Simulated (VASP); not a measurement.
# Bi (Cmce) in VASP: a series of runs

Bi is run at these levels: PBEsol; tasks: single point, relaxation of cell and atoms.

Everything below comes from runs of VASP 6.6.1. Logs are shortened: lines on timing, memory, paths and dates and some standing lists are left out, and cuts for length are marked.

**1. The cell of the first run**

Symmetry: Cmce, No. 64, orthorhombic system. The conventional cell has a = 4.552 Å, b = 12.439 Å, c = 4.716 Å, α = 90.00°, β = 90.00°, γ = 90.00°. Within 4.0 Å of Bi (site symmetry m) lie 9 Bi at 3.04 to 3.97 Å.

**2. Single point, PBEsol**

Contents of INCAR:

```
PREC = Accurate ; ENCUT = 520
EDIFF = 1E-6 ; ISMEAR = 0
SIGMA = 0.1 ; LREAL = False
LASPH = True ; NELM = 100
ALGO = Normal ; ISIF = 2
LWAVE = False ; LCHARG = True
GGA = PS ; LELF = True
LVHAR = True ; NBANDS = 38
```

Contents of KPOINTS:

```
regular mesh
0
Gamma
  4 4 4
```

Contents of POSCAR:

```
Bi
1.0
    2.2760357519     -6.2193089776      0.0000000000
    2.2760357519      6.2193089776      0.0000000000
    0.0000000000      0.0000000000      4.7156586026
Bi
4
Direct
    0.1215803446      0.8784196554      0.9692616630
    0.6215803446      0.3784196554      0.5307383370
    0.8784196554      0.1215803446      0.0307383370
    0.3784196554      0.6215803446      0.4692616630
```

Potentials or basis: VASP PAW PBE potentials, release 64 (Bi_d).

Launch:

```
cat potpaw_PBE.64/Bi_d/POTCAR > POTCAR
mpirun -np 1 vasp_std > vasp.out
```

OUTCAR:

```text
PREC = Accurate
   ENCUT = 520
   EDIFF = 1E-6
   ISMEAR = 0
   LREAL = False
   LASPH = True
   NELM = 100
   ISIF = 2
   GGA = PS

 ion  position               nearest neighbor table
   1  0.122  0.878  0.969-   3 3.04   2 3.08   2 3.08   2 3.49   2 3.49
   2  0.622  0.378  0.531-   4 3.04   1 3.08   1 3.08   1 3.49   1 3.49
   3  0.878  0.122  0.031-   1 3.04   4 3.08   4 3.08   4 3.49   4 3.49
   4  0.378  0.622  0.469-   2 3.04   3 3.08   3 3.08   3 3.49   3 3.49

  LATTYP: Found a base centered orthorhombic cell.
 ALAT       =     4.5520715038
 B/A-ratio  =     2.7325181392
 C/A-ratio  =     1.0359368474

  Lattice vectors:

 A1 = (   2.2760357519,  -6.2193089776,   0.0000000000)
 A2 = (   2.2760357519,   6.2193089776,   0.0000000000)
 A3 = (   0.0000000000,   0.0000000000,   4.7156586026)

Analysis of symmetry for initial positions (statically):
=====================================================================
 Subroutine PRICEL returns:
 Original cell was already a primitive cell.

 Routine SETGRP: Setting up the symmetry group for a
 base centered orthorhombic supercell.

 Subroutine GETGRP returns: Found  8 space group operations
 (whereof  4 operations were pure point group operations)
 out of a pool of  8 trial point group operations.

The static configuration has the point symmetry C_2h.
 The point group associated with its full space group is D_2h.

Analysis of symmetry for dynamics (positions and initial velocities):
=====================================================================
 Subroutine PRICEL returns:
 Original cell was already a primitive cell.

 Routine SETGRP: Setting up the symmetry group for a
 base centered orthorhombic supercell.

 Subroutine GETGRP returns: Found  8 space group operations
 (whereof  4 operations were pure point group operations)
 out of a pool of  8 trial point group operations.

The dynamic configuration has the point symmetry C_2h.
 The point group associated with its full space group is D_2h.

 Subroutine INISYM returns: Found  8 space group operations
 (whereof  4 operations are pure point group operations),
 and found     1 'primitive' translations

----------------------------------------------------------------------------------------

                                     Primitive cell

  volume of cell :     133.5038

  direct lattice vectors                    reciprocal lattice vectors
[... 86 lines left out ...]
   NELM   =    100;   NELMIN=  2; NELMDL= -5     # of ELM steps
   EDIFF  = 0.1E-05   stopping-criterion for ELM
   LREAL  =      F    real-space projection
   EDIFFG = 0.1E-04   stopping-criterion for IOM
   NSW    =      0    number of steps for IOM
   IBRION =     -1    ionic relax: 0-MD 1-quasi-New 2-CG
   NFREE  =      0    steps in history (QN), initial steepest desc. (CG)
   ISIF   =      2    stress and relaxation
   ISYM   =      2    0-nonsym 1-usesym 2-fastsym
   POTIM  = 0.5000    time-step for ionic-motion
   TEBEG  =    0.0;   TEEND  =   0.0 temperature during run
   PSTRESS=    0.0 pullay stress
   NELECT =      60.0000    total number of electrons
   NUPDOWN=      -1.0000    fix difference up-down
   EMIN   =  10.00;   EMAX   =-10.00  energy-range for DOS
   EFERMI =   0.00;   METHOD = LEGACY
   ISMEAR =     0;   SIGMA  =   0.10  broadening in eV -4-tet -1-fermi 0-gaus
   EFERMI_NEDOS =   21; number of points for ismear=-14 and -15
   IALGO  =     38    algorithm
   IMIX   =      4    mixing-type and parameters
     AMIX     =   0.40;   BMIX     =  1.00
     AMIX_MAG =   1.60;   BMIX_MAG =  1.00
  volume/ion in A,a.u.               =      33.38       225.23
  Fermi-wavevector in a.u.,A,eV,Ry     =   1.253990  2.369697 21.395036  1.572491
  Thomas-Fermi vector in A             =   2.387816
   LORBIT       =      0    0 simple, 1 ext, 2 COOP (PROOUT), +10 PAW based schemes
   GGA     = PS    functional components
   LHFCALC =     F    Hartree Fock is set to
   AEXX    =    0.0000 exact exchange contribution
   IVDW    =     0    specifies the selected vdW correction
   LEPSILON=     F    determine dielectric tensor
   LRPA    =     F    only Hartree local field effects (RPA)
 non-spin polarized calculation
 Gauss-broadening in eV      SIGMA  =   0.10
  energy-cutoff  :      520.00
  volume of cell :      133.50
 maximum number of plane-waves:      3622
 NGX is ok and might be reduce to    50
   NGX = 25   NGY = 25   NGZ = 17

 number of electron      59.9999999 magnetization

 Free energy of the ion-electron system (eV)
  ---------------------------------------------------
  ext. energy  EPLUGINS =         0.00000000
  ---------------------------------------------------
  free energy    TOTEN  =       -17.07296999 eV

  energy without entropy =      -17.06335313  energy(sigma->0) =      -17.06816156

 E-fermi :   6.6121     XC(G=0):  -9.9911

 val. band max:        6.6118560864   @ k =   0.5000   0.5000   0.2500
 cond. band min:       6.7034877756   @ k =   0.2500   0.2500   0.0000
 fundamental gap:      0.0916316892
 Fermi energy:         6.6120917385

 k-point     1 :       0.0000    0.0000    0.0000
  band No.  band energies     occupation
      1     -16.1335      2.00000
      2     -16.1274      2.00000
      3     -16.0919      2.00000
      4     -15.9927      2.00000
      5     -15.9793      2.00000
      6     -15.9673      2.00000
[... 850 lines left out ...]
     37      12.8389      0.00000
     38      12.8389      0.00000

------------------------ aborting loop because EDIFF is reached ----------------------------------------

  FORCE on cell =-STRESS in cart. coord.  units (eV):
  Direction    XX          YY          ZZ          XY          YZ          ZX
  --------------------------------------------------------------------------------------
  -------------------------------------------------------------------------------------
  Total        0.1901145      0.0472169      0.1139009      0.0000000      0.0000000      0.0000000
  in kB        2.2815619      0.5666492      1.3669237      0.0000000      0.0000000      0.0000000
  external PRESSURE =       1.4050449 kB  Pullay stress =       0.0000000 kB

 VOLUME and BASIS-vectors are now :
 -----------------------------------------------------------------------------
  energy-cutoff  :      520.00
  volume of cell :      133.50
      direct lattice vectors                 reciprocal lattice vectors
     2.276035752 -6.219308978  0.000000000     0.219680205 -0.080394784  0.000000000
     2.276035752  6.219308978  0.000000000     0.219680205  0.080394784  0.000000000
     0.000000000  0.000000000  4.715658603     0.000000000  0.000000000  0.212059456

 POSITION                                       TOTAL-FORCE (eV/Angst)
 -----------------------------------------------------------------------------------
      2.27604      4.70702      4.57071         0.000000     -0.018417      0.012741
      2.27604     -1.51229      2.50278         0.000000     -0.018417     -0.012741
      2.27604     -4.70702      0.14495         0.000000      0.018417     -0.012741
      2.27604      1.51229      2.21288         0.000000      0.018417      0.012741
 -----------------------------------------------------------------------------------
    total drift:                                0.000000     -0.000000     -0.000000

  FREE ENERGIE OF THE ION-ELECTRON SYSTEM (eV)
  ---------------------------------------------------
  free  energy   TOTEN  =       -17.0729699894 eV

  energy  without entropy=      -17.0633531259  energy(sigma->0) =      -17.06816156
```

OSZICAR:

```text
N       E                     dE             d eps       ncg     rms          rms(c)
DAV:   1     0.722663049620E+03    0.72266E+03   -0.31178E+04  1596   0.193E+03
DAV:   2     0.645716625279E+02   -0.65809E+03   -0.64573E+03  1596   0.549E+02
DAV:   3    -0.133180084708E+02   -0.77890E+02   -0.76474E+02  1858   0.201E+02
DAV:   4    -0.169261260815E+02   -0.36081E+01   -0.35955E+01  1824   0.455E+01
DAV:   5    -0.171117988837E+02   -0.18567E+00   -0.18565E+00  2116   0.941E+00    0.155E+00
DAV:   6    -0.170847110077E+02    0.27088E-01   -0.67287E-02  2122   0.208E+00    0.908E-01
DAV:   7    -0.170729410238E+02    0.11770E-01   -0.40475E-02  1778   0.174E+00    0.167E-01
DAV:   8    -0.170730342698E+02   -0.93246E-04   -0.77537E-03  1820   0.849E-01    0.385E-02
DAV:   9    -0.170729771003E+02    0.57169E-04   -0.80003E-04  2104   0.242E-01    0.273E-02
DAV:  10    -0.170729702874E+02    0.68130E-05   -0.81265E-05  2248   0.755E-02    0.442E-03
DAV:  11    -0.170729699894E+02    0.29801E-06   -0.44231E-06  1556   0.193E-02
   1 F= -.17072970E+02 E0= -.17068162E+02  d E =-.961686E-02
```

stdout:

```text
POSCAR found type information on POSCAR Bi
 POSCAR found :  1 types and       4 ions
 scaLAPACK will be used
 -----------------------------------------------------------------------------
|                                                                             |
|                                                                             |
|     You enforced a specific xc type in the INCAR file but a different       |
|     I HOPE YOU KNOW WHAT YOU ARE DOING!                                     |
|                                                                             |
 -----------------------------------------------------------------------------

 LDA part: xc-table for (Slater+PW92), standard interpolation
 POSCAR, INCAR and KPOINTS ok, starting setup
 FFT: planning ... GRIDC
 FFT: planning ... GRID_SOFT
 FFT: planning ... GRID
 WAVECAR not read
 entering main loop
```

It took 97 s on 1 thread of AMD EPYC 7R43 (Zen 3), shared host; peak memory 0.27 GiB.

What came out:

```yaml
Free_energy: -17.0730 eV
Pressure: 0.1 GPa
Largest_force: 0.022 eV/Å
Band_gap_on_the_k_mesh: zero (band 30 reaches 6.56 eV, above the bottom of band 31 at 6.52 eV)
```

Forces in eV/Å, atoms in the order of the input:
```
Bi   0.000 -0.018  0.013
Bi   0.000 -0.018 -0.013
Bi   0.000  0.018 -0.013
Bi   0.000  0.018  0.013
```

Levels at points of the mesh, in eV from the Fermi level:
```
           k point  band 27  band 28  band 29  band 30  band 31  band 32  band 33  band 34
(0.00, 0.00, 0.00)    -2.33    -2.05    -1.10    -0.27     2.70     2.92     3.42     3.76
(0.50, 0.00, 0.00)    -1.42    -1.42    -0.81    -0.81     0.66     0.66     1.06     1.06
(0.50, 0.50, 0.00)    -2.52    -1.47    -0.97    -0.85    -0.09     2.36     2.94     3.01
(0.00, 0.00, 0.50)    -0.83    -0.83    -0.47    -0.47     0.25     0.25     0.79     0.79
(0.50, 0.00, 0.50)    -3.72    -3.72    -1.21    -1.21     1.76     1.76     5.23     5.23
(0.50, 0.50, 0.50)    -1.19    -1.19    -0.21    -0.21     0.36     0.36     1.59     1.59
```

Caveat: the k points lie up to 0.37 Å⁻¹ apart; the PAW data sets were made with another functional, which shifts forces and pressure a little; spin-orbit coupling is left out, which moves the levels of the heavy elements.

**3. Relaxation of cell and atoms, PBEsol**

This run uses another cell than the first one, of 35.90 Å³/atom, 1.076 times its volume.

Contents of INCAR:

```
SYSTEM = Bi
ALGO = Normal ; EDIFF = 1E-7
EDIFFG = -0.04 ; ENCUT = 600
GGA = PS ; IBRION = 2
ISIF = 3 ; ISMEAR = 0
LASPH = .True. ; LCHARG = .False.
LREAL = .False. ; LWAVE = .False.
NELM = 100 ; NSW = 90
PREC = Accurate ; SIGMA = 0.1
```

Contents of KPOINTS:

```
k-points
0
Gamma
  4 4 4
  0 0 0
```

Contents of POSCAR:

```
Bi
1.0
    2.0449810621     -6.4871000460      0.0000000000
    2.0449810621      6.4871000460      0.0000000000
    0.0000000000      0.0000000000      5.4120948956
Bi
4
Direct
    0.0980000000      0.9020000000      0.9100000000
    0.5980000000      0.4020000000      0.5900000000
    0.9020000000      0.0980000000      0.0900000000
    0.4020000000      0.5980000000      0.4100000000
```

Potentials or basis: VASP PAW PBE potentials, release 64 (Bi_d).

Launch:

```
cat potpaw_PBE.64/Bi_d/POTCAR > POTCAR
mpirun -np 1 vasp_std > vasp.out
```

Run time: 52 min. Hardware: 1 thread of AMD EPYC 7R43 (Zen 3), shared host; peak memory 0.43 GiB.

Results (log left out):

- Free energy: -17.0715 eV
- Relaxed volume: 33.27 Å³/atom
- Relaxed cell: a = 6.615 Å, b = 6.615 Å, c = 4.698 Å, α = 90.00°, β = 90.00°, γ = 139.67°
- Space group after relaxing (to 0.05 Å): Cmce (No. 64)
- Energy gained by relaxing: 740.0 meV/atom
- Ionic steps: 25
- Pressure after relaxing: 0.0 GPa
- Largest force after relaxing: 0.037 eV/Å
- Band gap on the k mesh: zero (band 30 reaches 6.63 eV, above the bottom of band 31 at 6.54 eV)

Forces in eV/Å, atoms in the order of the input:
```
Bi   0.000  0.032 -0.019
Bi   0.000  0.032  0.019
Bi   0.000 -0.032  0.019
Bi   0.000 -0.032 -0.019
```

Stress tensor (GPa, compression positive):
```
 0.08  0.00  0.00
 0.00 -0.07  0.00
 0.00  0.00  0.13
```

Step by step:
```tsv
step	energy change (eV)	largest force (eV/Å)	pressure (GPa)	volume (Å³)
1	0.0000	4.2605	16.72	143.59
2	-0.3342	1.4020	-6.16	236.06
3	-2.2444	0.3065	-1.38	181.47
4	-2.2550	0.4242	-0.89	179.23
5	-2.2565	0.5055	-0.56	177.82
6	-2.3241	0.4661	-0.69	174.93
7	-2.3740	0.6800	-0.73	169.97
8	-2.4096	0.6571	-0.73	168.08
9	-2.5107	0.5934	-0.69	162.47
10	-2.6746	0.4683	-0.27	151.50
11	-2.7007	0.3487	3.25	130.52
12	-2.7476	0.3837	1.28	139.35
13	-2.8883	0.0482	0.26	137.97
14	-2.9247	0.2600	-0.29	136.52
15	-2.9248	0.2494	-0.28	136.59
16	-2.9333	0.2193	-0.16	135.71
17	-2.9459	0.1324	0.26	133.08
18	-2.9509	0.0882	-0.14	133.76
19	-2.9521	0.0850	-0.45	134.32
20	-2.9554	0.0751	-0.32	133.90
21	-2.9590	0.0485	0.02	132.86
22	-2.9591	0.0467	0.04	132.78
23	-2.9595	0.0421	0.05	132.84
24	-2.9598	0.0416	0.07	132.91
25	-2.9602	0.0373	0.04	133.07
```

Final structure:
```
Bi
1.0
     2.28061   -6.20958    0.00000
     2.28061    6.20958    0.00000
     0.00000    0.00000    4.69827
Bi
4
Direct
  0.12234 0.87766 0.97134
  0.62234 0.37766 0.52866
  0.87766 0.12234 0.02866
  0.37766 0.62234 0.47134
```

Levels at points of the mesh, in eV from the Fermi level:
| k point | band 28 | band 29 | band 30 | band 31 | band 32 | band 33 |
| --- | --- | --- | --- | --- | --- | --- |
| (0.00, 0.00, 0.00) | -2.13 | -1.11 | -0.28 | 2.74 | 2.90 | 3.46 |
| (0.50, 0.00, 0.00) | -1.40 | -0.79 | -0.79 | 0.61 | 0.61 | 1.02 |
| (0.50, 0.50, 0.00) | -1.51 | -1.00 | -0.92 | -0.13 | 2.37 | 2.98 |
| (0.00, 0.00, 0.50) | -0.82 | -0.48 | -0.48 | 0.19 | 0.19 | 0.68 |
| (0.50, 0.00, 0.50) | -3.78 | -1.22 | -1.22 | 1.72 | 1.72 | 5.23 |
| (0.50, 0.50, 0.50) | -1.20 | -0.19 | -0.19 | 0.28 | 0.28 | 1.52 |

Caveat: the k points lie up to 0.37 Å⁻¹ apart in the final cell; the PAW data sets were made with another functional, which shifts forces and pressure a little; spin-orbit coupling is left out, which moves the levels of the heavy elements.
